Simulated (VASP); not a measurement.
# CsWS3 (P6_3/mmc) in VASP: single point with PBE

Aim: the single point of CsWS3 with PBE.

Program: VASP 6.6.1. These are calculated values, not measurements. Logs are shortened: lines on timing, memory, paths and dates and some standing lists are left out, and cuts for length are marked.

### 1 The cell of the first run

The structure is hexagonal, space group P6_3/mmc (No. 194). Conventional cell: a = 7.485 Å, b = 7.485 Å, c = 5.806 Å, α = 90.00°, β = 90.00°, γ = 120.00°. Within 4.9 Å of Cs (site symmetry -6m2) lie 12 S at 3.75 Å and 6 W at 4.56 Å. W (site symmetry -3m) has 6 S at 2.42 Å and 2 W at 2.90 Å within 3.2 Å. S (site symmetry mm2) has 2 W at 2.42 Å within 3.2 Å.

### 2 Single point, PBE, collinear spin

The input, INCAR:

```
PREC = Accurate ; ENCUT = 520
EDIFF = 1E-7 ; ISMEAR = 0
SIGMA = 0.1 ; LREAL = F
LASPH = T ; NELM = 150
ALGO = Normal ; ISIF = 2
LWAVE = F ; LCHARG = F
ISPIN = 2 ; MAGMOM = 0 0 0.23 0.23 -0.01 -0.01 -0.01 -0.01 -0.01 -0.01
LORBIT = 11 ; LMAXMIX = 4
GGA = PE ; NBANDS = 56
```

The input, KPOINTS:

```
Automatic mesh
0
Gamma
  3 3 4
```

The input, POSCAR:

```
CsWS3
1.0
    7.4846859455      0.0000000000      0.0000000000
   -3.7423429728      6.4819281682      0.0000000000
    0.0000000000      0.0000000000      5.8060523099
Cs W S
2 2 6
Direct
    0.3333333333      0.6666666667      0.7500000000
    0.6666666667      0.3333333333      0.2500000000
    0.0000000000      0.0000000000      0.0000000000
    0.0000000000      0.0000000000      0.5000000000
    0.8502624424      0.7005248848      0.7500000000
    0.2994751152      0.1497375576      0.7500000000
    0.8502624424      0.1497375576      0.7500000000
    0.1497375576      0.2994751152      0.2500000000
    0.7005248848      0.8502624424      0.2500000000
    0.1497375576      0.8502624424      0.2500000000
```

Potentials or basis: VASP PAW PBE potentials, release 64 (Cs_sv, W_sv, S).

On the command line:

```sh
> cat potpaw_PBE.64/Cs_sv/POTCAR potpaw_PBE.64/W_sv/POTCAR potpaw_PBE.64/S/POTCAR > POTCAR
> mpirun -np 1 vasp_std > vasp.out
```

OUTCAR:

```text
PREC = Accurate
   ENCUT = 520
   EDIFF = 1E-7
   ISMEAR = 0
   LREAL = F
   LASPH = T
   NELM = 150
   ISIF = 2
   ISPIN = 2
   LORBIT = 11
   GGA = PE

 ion  position               nearest neighbor table
   1  0.333  0.667  0.750-
   2  0.667  0.333  0.250-
   3  0.000  0.000  0.000-   6 2.42   9 2.42   7 2.42  10 2.42   5 2.42   8 2.42   4 2.90   4 2.90

   4  0.000  0.000  0.500-   6 2.42   9 2.42   7 2.42  10 2.42   5 2.42   8 2.42   3 2.90   3 2.90

   5  0.850  0.701  0.750-   3 2.42   4 2.42
   6  0.299  0.150  0.750-   3 2.42   4 2.42
   7  0.850  0.150  0.750-   3 2.42   4 2.42
   8  0.150  0.299  0.250-   3 2.42   4 2.42
   9  0.701  0.850  0.250-   3 2.42   4 2.42
  10  0.150  0.850  0.250-   3 2.42   4 2.42

  LATTYP: Found a hexagonal cell.
 ALAT       =     7.4846859455
 C/A-ratio  =     0.7757242391

  Lattice vectors:

 A1 = (   7.4846859455,   0.0000000000,   0.0000000000)
 A2 = (  -3.7423429728,   6.4819281682,   0.0000000000)
 A3 = (   0.0000000000,   0.0000000000,   5.8060523099)

Analysis of symmetry for initial positions (statically):
=====================================================================
 Subroutine PRICEL returns:
 Original cell was already a primitive cell.

 Routine SETGRP: Setting up the symmetry group for a
 hexagonal supercell.

 Subroutine GETGRP returns: Found 24 space group operations
 (whereof 12 operations were pure point group operations)
 out of a pool of 24 trial point group operations.

The static configuration has the point symmetry D_3d.
 The point group associated with its full space group is D_6h.

Analysis of symmetry for dynamics (positions and initial velocities):
=====================================================================
 Subroutine PRICEL returns:
 Original cell was already a primitive cell.

 Routine SETGRP: Setting up the symmetry group for a
 hexagonal supercell.

 Subroutine GETGRP returns: Found 24 space group operations
 (whereof 12 operations were pure point group operations)
 out of a pool of 24 trial point group operations.

The dynamic configuration has the point symmetry D_3d.
 The point group associated with its full space group is D_6h.

Analysis of structural, dynamic, and magnetic symmetry:
=====================================================================
 Subroutine PRICEL returns:
 Original cell was already a primitive cell.

 Routine SETGRP: Setting up the symmetry group for a
 hexagonal supercell.

 Subroutine GETGRP returns: Found 24 space group operations
 (whereof 12 operations were pure point group operations)
 out of a pool of 24 trial point group operations.

The overall configuration has the point symmetry D_3d.
 The point group associated with its full space group is D_6h.

 Subroutine INISYM returns: Found 24 space group operations
 (whereof 12 operations are pure point group operations),
 and found     1 'primitive' translations

----------------------------------------------------------------------------------------

                                     Primitive cell

  volume of cell :     281.6818

  direct lattice vectors                    reciprocal lattice vectors
     7.484685945  0.000000000  0.000000000     0.133606140  0.077137541  0.000000000
    -3.742342973  6.481928168  0.000000000     0.000000000  0.154275082  0.000000000
     0.000000000  0.000000000  5.806052310     0.000000000  0.000000000  0.172234067

  length of vectors
     7.484685945  7.484685946  5.806052310     0.154275082  0.154275082  0.172234067

  position of ions in fractional coordinates (direct lattice)
     0.333333333  0.666666667  0.750000000
     0.666666667  0.333333333  0.250000000
     0.000000000  0.000000000  0.000000000
     0.000000000  0.000000000  0.500000000
     0.850262442  0.700524885  0.750000000
     0.299475115  0.149737558  0.750000000
     0.850262442  0.149737558  0.750000000
     0.149737558  0.299475115  0.250000000
     0.700524885  0.850262442  0.250000000
     0.149737558  0.850262442  0.250000000

  ion indices of the primitive-cell ions
   primitive index   ion index
                 1           1
                 2           2
                 3           3
                 4           4
                 5           5
                 6           6
                 7           7
                 8           8
                 9           9
                10          10

----------------------------------------------------------------------------------------

 KPOINTS: Automatic mesh

Automatic generation of k-mesh.
 Grid dimensions read from file:
 generate k-points for:    3    3    4

 Generating k-lattice:

  Cartesian coordinates                     Fractional coordinates (reciprocal lattice)
     0.044535380  0.025712514  0.000000000     0.333333333  0.000000000  0.000000000
     0.000000000  0.051425027  0.000000000     0.000000000  0.333333333  0.000000000
     0.000000000  0.000000000  0.043058517     0.000000000  0.000000000  0.250000000

  Length of vectors
     0.051425027  0.051425027  0.043058517

  Shift w.r.t. Gamma in fractional coordinates (k-lattice)
     0.000000000  0.000000000  0.000000000

 Subroutine IBZKPT returns following result:
 ===========================================

 Found      9 irreducible k-points:

 Following reciprocal coordinates:
            Coordinates               Weight
  0.000000  0.000000  0.000000      1.000000
  0.333333 -0.000000  0.000000      6.000000
  0.333333  0.333333  0.000000      2.000000
  0.000000  0.000000  0.250000      2.000000
  0.333333 -0.000000  0.250000     12.000000
  0.333333  0.333333  0.250000      4.000000
  0.000000  0.000000  0.500000      1.000000
  0.333333 -0.000000  0.500000      6.000000
  0.333333  0.333333  0.500000      2.000000
   k-points           NKPTS =      9   k-points in BZ     NKDIM =      9   number of bands    NBANDS=     56
   number of dos      NEDOS =    301   number of ions     NIONS =     10
   total plane-waves  NPLWV = 150528
   dimension x,y,z NGX =    56 NGY =   56 NGZ =   48
   dimension x,y,z NGXF=   112 NGYF=  112 NGZF=   96
   ions per type =               2   2   6
   NGX,Y,Z   is equivalent  to a cutoff of  12.44, 12.44, 13.74 a.u.
   NGXF,Y,Z  is equivalent  to a cutoff of  24.88, 24.88, 27.49 a.u.
 SYSTEM =  unknown system
   PREC   = accura    normal or accurate (medium, high low for compatibility)
   ISTART =      0    job   : 0-new  1-cont  2-samecut
   ICHARG =      2    charge: 1-file 2-atom 10-const
   ISPIN  =      2    spin polarized calculation?
   LNONCOLLINEAR =      F non collinear calculations
   LSORBIT =      F    spin-orbit coupling
   LASPH  =      T    aspherical Exc in radial PAW
   ENCUT  =  520.0 eV  38.22 Ry    6.18 a.u.  13.92 13.92 10.80*2*pi/ulx,y,z
   NELM   =    150;   NELMIN=  2; NELMDL= -5     # of ELM steps
   EDIFF  = 0.1E-06   stopping-criterion for ELM
   LREAL  =      F    real-space projection
   EDIFFG = 0.1E-05   stopping-criterion for IOM
   NSW    =      0    number of steps for IOM
   IBRION =     -1    ionic relax: 0-MD 1-quasi-New 2-CG
   NFREE  =      0    steps in history (QN), initial steepest desc. (CG)
   ISIF   =      2    stress and relaxation
   ISYM   =      2    0-nonsym 1-usesym 2-fastsym
   POTIM  = 0.5000    time-step for ionic-motion
   TEBEG  =    0.0;   TEEND  =   0.0 temperature during run
   PSTRESS=    0.0 pullay stress
   NELECT =      82.0000    total number of electrons
   NUPDOWN=      -1.0000    fix difference up-down
   EMIN   =  10.00;   EMAX   =-10.00  energy-range for DOS
   EFERMI =   0.00;   METHOD = LEGACY
   ISMEAR =     0;   SIGMA  =   0.10  broadening in eV -4-tet -1-fermi 0-gaus
   EFERMI_NEDOS =   21; number of points for ismear=-14 and -15
   IALGO  =     38    algorithm
   IMIX   =      4    mixing-type and parameters
     AMIX     =   0.40;   BMIX     =  1.00
     AMIX_MAG =   1.60;   BMIX_MAG =  1.00
  volume/ion in A,a.u.               =      28.17       190.09
  Fermi-wavevector in a.u.,A,eV,Ry     =   1.084992  2.050338 16.016882  1.177208
  Thomas-Fermi vector in A             =   2.221095
   LORBIT       =     11    0 simple, 1 ext, 2 COOP (PROOUT), +10 PAW based schemes
   GGA     = PE    functional components
   LHFCALC =     F    Hartree Fock is set to
   AEXX    =    0.0000 exact exchange contribution
   IVDW    =     0    specifies the selected vdW correction
   LEPSILON=     F    determine dielectric tensor
   LRPA    =     F    only Hartree local field effects (RPA)
 spin polarized calculation
 Gauss-broadening in eV      SIGMA  =   0.10
  energy-cutoff  :      520.00
  volume of cell :      281.68
 maximum number of plane-waves:      7629
 NGX is ok and might be reduce to    56
   NGX = 27   NGY = 27   NGZ = 21

 number of electron      82.0000004 magnetization       0.5053787

 Free energy of the ion-electron system (eV)
  ---------------------------------------------------
  ext. energy  EPLUGINS =         0.00000000
  ---------------------------------------------------
  free energy    TOTEN  =       -60.21694674 eV

  energy without entropy =      -60.19875119  energy(sigma->0) =      -60.20784897

 E-fermi :   3.2618     XC(G=0):  -8.8019

 val. band max:        3.1922116623   @ k =   0.3333   0.3333   0.0000
 cond. band min:       3.3318666659   @ k =   0.3333  -0.0000   0.2500
 fundamental gap:      0.1396550036
 Fermi energy:         3.2618275214

 spin component 1

 k-point     1 :       0.0000    0.0000    0.0000
  band No.  band energies     occupation
      1     -72.1293      1.00000
      2     -72.1011      1.00000
      3     -36.4820      1.00000
      4     -36.3597      1.00000
      5     -36.3597      1.00000
      6     -36.2939      1.00000
[... 45 lines left out ...]
     52       8.0058      0.00000
     53       8.3536      0.00000
[... 446 lines left out ...]
     52       8.4541      0.00000
     53       9.2621      0.00000
 Fermi energy:         3.2618275214

 spin component 2

 k-point     1 :       0.0000    0.0000    0.0000
  band No.  band energies     occupation
      1     -71.9971      1.00000
      2     -71.9689      1.00000
      3     -36.3149      1.00000
      4     -36.1766      1.00000
      5     -36.1766      1.00000
      6     -36.1107      1.00000
[... 45 lines left out ...]
     52       8.0645      0.00000
     53       8.3642      0.00000
[... 446 lines left out ...]
     52       8.4730      0.00000
     53       9.2670      0.00000
 [bands above 53 left out]

------------------------ aborting loop because EDIFF is reached ----------------------------------------

  FORCE on cell =-STRESS in cart. coord.  units (eV):
  Direction    XX          YY          ZZ          XY          YZ          ZX
  --------------------------------------------------------------------------------------
  -------------------------------------------------------------------------------------
  Total        0.1290241      0.1290241     -0.5134220     -0.0000000     -0.0000000      0.0000000
  in kB        0.7338758      0.7338758     -2.9202923     -0.0000000     -0.0000000      0.0000000
  external PRESSURE =      -0.4841802 kB  Pullay stress =       0.0000000 kB

 VOLUME and BASIS-vectors are now :
 -----------------------------------------------------------------------------
  energy-cutoff  :      520.00
  volume of cell :      281.68
      direct lattice vectors                 reciprocal lattice vectors
     7.484685945  0.000000000  0.000000000     0.133606140  0.077137541  0.000000000
    -3.742342973  6.481928168  0.000000000     0.000000000  0.154275082  0.000000000
     0.000000000  0.000000000  5.806052310     0.000000000  0.000000000  0.172234067

 POSITION                                       TOTAL-FORCE (eV/Angst)
 -----------------------------------------------------------------------------------
     -0.00000      4.32129      4.35454        -0.000000      0.000000      0.000000
      3.74234      2.16064      1.45151        -0.000000      0.000000     -0.000000
      0.00000      0.00000      0.00000        -0.000000      0.000000      0.000000
      0.00000      0.00000      2.90303        -0.000000      0.000000      0.000000
      3.74234      4.54075      4.35454        -0.000000      0.020790     -0.000000
      1.68111      0.97059      4.35454        -0.018004     -0.010395      0.000000
      5.80358      0.97059      4.35454         0.018004     -0.010395      0.000000
     -0.00000      1.94118      1.45151         0.000000     -0.020790      0.000000
      2.06124      5.51134      1.45151         0.018004      0.010395      0.000000
     -2.06124      5.51134      1.45151        -0.018004      0.010395      0.000000
 -----------------------------------------------------------------------------------
    total drift:                               -0.000000      0.000000      0.000000

  FREE ENERGIE OF THE ION-ELECTRON SYSTEM (eV)
  ---------------------------------------------------
  free  energy   TOTEN  =       -60.2169467390 eV

  energy  without entropy=      -60.1987511937  energy(sigma->0) =      -60.20784897

 total charge

# of ion       s       p       d       tot
------------------------------------------
    1        1.832   4.705   0.025   6.563
    2        1.832   4.705   0.025   6.563
    3        2.355   6.340   3.128  11.824
    4        2.355   6.340   3.128  11.824
    5        1.345   2.388   0.000   3.733
    6        1.345   2.388   0.000   3.733
    7        1.345   2.388   0.000   3.733
    8        1.345   2.388   0.000   3.733
    9        1.345   2.388   0.000   3.733
   10        1.345   2.388   0.000   3.733
--------------------------------------------------
tot         16.447  36.416   6.308  59.171

 magnetization (x)

# of ion       s       p       d       tot
------------------------------------------
    1       -0.000  -0.001  -0.000  -0.001
    2       -0.000  -0.001  -0.000  -0.001
    3        0.004   0.004   0.259   0.267
    4        0.004   0.004   0.259   0.267
    5       -0.001  -0.015   0.000  -0.015
    6       -0.001  -0.015   0.000  -0.015
    7       -0.001  -0.015   0.000  -0.015
    8       -0.001  -0.015   0.000  -0.015
    9       -0.001  -0.015   0.000  -0.015
   10       -0.001  -0.015   0.000  -0.015
--------------------------------------------------
tot          0.006  -0.083   0.518   0.442
```

Run time: 7.7 min. Hardware: 1 thread of AMD EPYC 7R13 (Zen 3), shared host; peak memory 0.57 GiB.

Results:

| Quantity | Value |
| --- | --- |
| Free energy | -60.2169 eV |
| Pressure | 0.0 GPa |
| Largest force | 0.021 eV/Å |
| Net moment | 0.51 μB per cell |
| Site moments | Cs -0.00; W +0.27; S -0.01 μB |
| Valence electrons inside the program's atomic spheres | Cs 6.56; W 11.82; S 3.73 |

Forces in eV/Å, atoms in the order of the input:
```
Cs   0.000  0.000  0.000
Cs   0.000  0.000  0.000
W    0.000  0.000  0.000
W    0.000  0.000  0.000
S    0.000  0.021  0.000
S   -0.018 -0.010  0.000
S    0.018 -0.010  0.000
S    0.000 -0.021  0.000
S    0.018  0.010  0.000
S   -0.018  0.010  0.000
```

Caveat: spin-orbit coupling is left out, which moves the levels of the heavy elements.
